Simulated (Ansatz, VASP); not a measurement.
Two plane-wave programs on AlGaN2

File POSCAR:

```
AlGaN2
1.0
    3.2954527410      0.0000000000      0.0000000000
    0.0000000000      3.2954527410      0.0000000000
    0.0000000000      0.0000000000      4.6434745640
Al Ga N
1 1 2
Direct
    0.5000000000      0.5000000000      0.5000000000
    0.0000000000      0.0000000000      0.0000000000
    0.5000000000      0.0000000000      0.7390831705
    0.0000000000      0.5000000000      0.2609168295
```

File INCAR.step1:

```
PREC = Accurate ; ENCUT = 520
ISMEAR = 0 ; SIGMA = 0.05
LREAL = False ; LASPH = True
NELM = 60 ; NBANDS = 21
GGA = PE ; ALGO = Normal
EDIFF = 1E-4 ; LWAVE = True
LCHARG = False
```

The input INCAR.step2:

```
PREC = Accurate ; ENCUT = 520
EDIFF = 1E-6 ; ISMEAR = 0
SIGMA = 0.05 ; LREAL = False
LASPH = True ; NELM = 60
ALGO = Normal ; ISIF = 2
LWAVE = False ; LCHARG = True
METAGGA = R2SCAN ; LMIXTAU = True
LELF = True ; LVHAR = True
NBANDS = 21 ; ISTART = 1
```

KPOINTS

```
Automatic mesh
0
Gamma
  8 8 6
```

Input for Ansatz:

```yaml
crystal:
  lattice:
    - [3.295452741, 0.0, 0.0]
    - [0.0, 3.295452741, 0.0]
    - [0.0, 0.0, 4.643474564]
  atoms:
    - { symbol: Al, position: [0.5, 0.5, 0.5] }
    - { symbol: Ga, position: [0.0, 0.0, 0.0] }
    - { symbol: "N", position: [0.5, 0.0, 0.7390831705] }
    - { symbol: "N", position: [0.0, 0.5, 0.2609168295] }
basis:
  ecutwfc: 500
kpoints:
  mp_grid: { grid: [8, 8, 6] }
hamiltonian:
  xc: r2scan
scf:
  occupations: { method: gaussian, width: 0.05 }
output:
  forces: true
  stress: true
  eigenvalues: true
```

Change from the starting cell: strain +0.050 along x and y, +0.050 along z, atoms carried along.

Alike in both runs: task single point; functional r2SCAN; k mesh 8 × 8 × 6; occupations gaussian, width 0.05 eV; no spin polarisation.

```csv
,VASP,Ansatz
version,VASP 6.6.1,Ansatz 0.2.0
potentials or method,"VASP PAW PBE potentials, release 64 (Al, Ga_d, N), cutoff 520 eV","scalar-relativistic, plane waves, PAW"
valence electrons in the cell,26,26
```

```tsv
	VASP	Ansatz	Ansatz less VASP
gap on the k mesh at the Fermi level (eV)	2.29	2.27	-0.010
least direct gap on the mesh (eV)	2.29	2.27	-0.010
pressure (GPa)	-21.9	-22.0	-0.13
traceless stress, the component that is largest in VASP (GPa)	0.23	0.16	-0.078
rms of the force components (eV/Å)	0.033	0.006	-0.0273
```

VASP's potentials were made for PBE, not for r2SCAN. Atom by atom the forces differ by 0.027 eV/Å (rms over components).
